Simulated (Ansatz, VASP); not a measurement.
**One calculation of Ti, two programs**

```
CELL_PARAMETERS angstrom
-1.58350 1.58350 1.58350
1.58350 -1.58350 1.58350
1.58350 1.58350 -1.58350
ATOMIC_POSITIONS crystal
Ti 0.00000 0.00000 0.00000
```

Alike in both runs: task single point; functional r2SCAN; k mesh 15 × 15 × 15; occupations fermi-dirac, width 0.1 eV; no spin polarisation.

|  | VASP | Ansatz |
| --- | --- | --- |
| version | VASP 6.6.1 | Ansatz 0.2.0 |
| potentials or method | VASP PAW PBE potentials, release 64 (Ti_sv), cutoff 520 eV | plane waves (500 eV) with PAW, scalar-relativistic |
| valence electrons in the cell | 12 | 12 |

```csv
,VASP,Ansatz,Ansatz less VASP
pressure (GPa),10.9,10.5,-0.41
```

VASP's potentials were made for PBE, not for r2SCAN.
